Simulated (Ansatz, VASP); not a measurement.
# Hg in VASP and in Ansatz

INCAR

```
SYSTEM = Hg
ALGO = Normal ; EDIFF = 1E-7
EDIFFG = -0.01 ; ENCUT = 550
GGA = RP ; GGA_COMPAT = .False.
IBRION = 2 ; ISIF = 3
ISMEAR = -1 ; LASPH = .True.
LCHARG = .False. ; LREAL = .False.
LWAVE = .False. ; NELM = 120
NELMIN = 4 ; NSW = 80
PREC = Accurate ; SIGMA = 0.1
```

Contents of KPOINTS:

```
k-points
0
Gamma
  12 12 12
  0 0 0
```

File POSCAR:

```
Hg
1.0
   -1.7934065524      1.7934065524      1.7934065524
    1.7934065524     -1.7934065524      1.7934065524
    1.7934065524      1.7934065524     -1.7934065524
Hg
1
Direct
    0.0000000000      0.0000000000      0.0000000000
```

Input for Ansatz:

```yaml
crystal:
  lattice:
    - [-1.7934065524, 1.7934065524, 1.7934065524]
    - [1.7934065524, -1.7934065524, 1.7934065524]
    - [1.7934065524, 1.7934065524, -1.7934065524]
  atoms:
    - { symbol: Hg, position: [0.0, 0.0, 0.0] }
hamiltonian:
  xc: rpbe
  pseudopotentials:
    kind: paw
    azcp:
      Hg: "pseudopotentials/Hg.paw.azcp"
basis:
  ecutwfc: 420
  fft_grid_basis: typed
kpoints:
  mp_grid: { grid: [12, 12, 12], shift: [0, 0, 0] }
magnetization:
  spin_polarized: false
scf:
  occupations: { method: fermi_dirac, width: 0.1 }
relax:
  max_steps: 60
  f_tol: 0.01
  cell: {}
output:
  write_density: true
  write_potential: true
  elf: true
  volumetric_format: npy
```

Alike in both runs: task relaxation of cell and atoms; functional RPBE; k mesh 12 × 12 × 12; occupations fermi-dirac, width 0.1 eV; no spin polarisation.

|  | VASP | Ansatz |
| --- | --- | --- |
| version | VASP 6.6.1 | Ansatz 0.2.0 |
| potentials or method | VASP PAW PBE potentials, release 64 (Hg_sv_GW), cutoff 550 eV | plane waves (420 eV) with PAW, scalar-relativistic |
| valence electrons in the cell | 20 | 20 |

|  | VASP | Ansatz | Ansatz less VASP |
| --- | --- | --- | --- |
| relaxed volume (Å³/atom) | 30.27 | 103.13 | +72.865 |
| relaxed length of the cell vector where the two differ most in proportion (Å) | 3.400 | 5.117 | +1.7165 |

VASP's potentials were made for PBE, not for RPBE. One of these differences is far larger than is usual between the two programs; its cause wasn't traced.

Spin-orbit coupling is off throughout. Noted on VASP's run: the volume moved by over 15 % at a fixed basis, so the end points are rough.
